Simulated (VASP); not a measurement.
Wanted: the native input for a VASP 6.6.1 run.

* Task: single point
* Functional: LDA
* Potentials or basis: VASP PAW LDA potentials, release 64 (Pb_d, Se)
* Cutoff: 520 eV
* k mesh: 4 × 4 × 4
* Occupations: gaussian, width 0.01 eV
* Spin: no spin polarisation
* Dipole correction: no
* Further INCAR settings: ALGO = Normal; EDIFF = 1e-06; NBANDS = 17

The structure of PbSe lies in POSCAR:

```
PbSe
1.0
    0.0000000000      3.0887022143      3.0887022143
    3.0887022143      0.0000000000      3.0887022143
    3.0887022143      3.0887022143      0.0000000000
Pb Se
1 1
Direct
    0.0000000000      0.0000000000      0.0000000000
    0.5000000000      0.5000000000      0.5000000000
```

The input as run:

INCAR

```
SYSTEM = PbSe
PREC = Accurate
ENCUT = 520
EDIFF = 1E-6
ISMEAR = 0
SIGMA = 0.01
LREAL = .FALSE.
LASPH = .TRUE.
NELM = 80
ALGO = Normal
ISIF = 2
LWAVE = .FALSE.
LCHARG = .TRUE.
LELF = .TRUE.
LVHAR = .TRUE.
NBANDS = 17
```

KPOINTS

```
regular mesh
0
G
  4 4 4
  0 0 0
```

Potentials or basis: VASP PAW LDA potentials, release 64 (Pb_d, Se).

The run is started by

```bash
$ cat potpaw_LDA.64/Pb_d/POTCAR potpaw_LDA.64/Se/POTCAR > POTCAR
$ mpirun -np 1 vasp_std > vasp.out
```

It gave:

```json
{
  "Pressure": "-3.3 GPa",
  "Band gap on the k mesh": "0.25 eV, direct"
}
```

Caveat: the k points lie up to 0.44 Å⁻¹ apart; spin-orbit coupling is left out, which moves the levels of the heavy elements.

Run time: 9 s on 1 thread of Intel Xeon 8259CL, with other jobs on the host, peak memory 0.15 GiB.
